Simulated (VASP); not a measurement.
Si16C (a cell with a defect), 17 atoms in the cell. The cell holds a defect, 17 atoms: a = 7.679 Å, b = 7.679 Å, c = 7.679 Å, α = 60.00°, β = 60.00°, γ = 60.00°. 

* Program: VASP 6.6.1
* Task: single point
* Functional: PBE
* Potentials or basis: VASP PAW PBE potentials, release 64 (Si, C)
* Cutoff: 520 eV
* k mesh: 2 × 2 × 2
* Occupations: fermi-dirac, width 0.02 eV
* Spin: collinear spin
* Starting moments: [0.0, 0.0, 0.0, 0.0, 0.0, 0.0, 0.0, 0.0, 0.0, 0.0, 0.0, 0.0, 0.0, 0.0, 0.0, 0.0, 1.0] μB
* Dipole correction: no
* Further INCAR settings: LREAL = Auto; ALGO = Normal; EDIFF = 1e-06; NBANDS = 52

Potentials or basis: VASP PAW PBE potentials, release 64 (Si, C).

Run with:

```console
$ cat potpaw_PBE.64/Si/POTCAR potpaw_PBE.64/C/POTCAR > POTCAR
$ mpirun -np 1 vasp_std > vasp.out
```

Hardware: 1 thread of Oxide Virtual Turin-like Processor (shared host).

**Question.** Estimate the wall time of this run.

**Answer.** Wall time 14 min on 1 thread of Oxide Virtual Turin-like Processor, on a shared host, peak memory 0.67 GiB. Counts: scf iterations 17, k points 8.
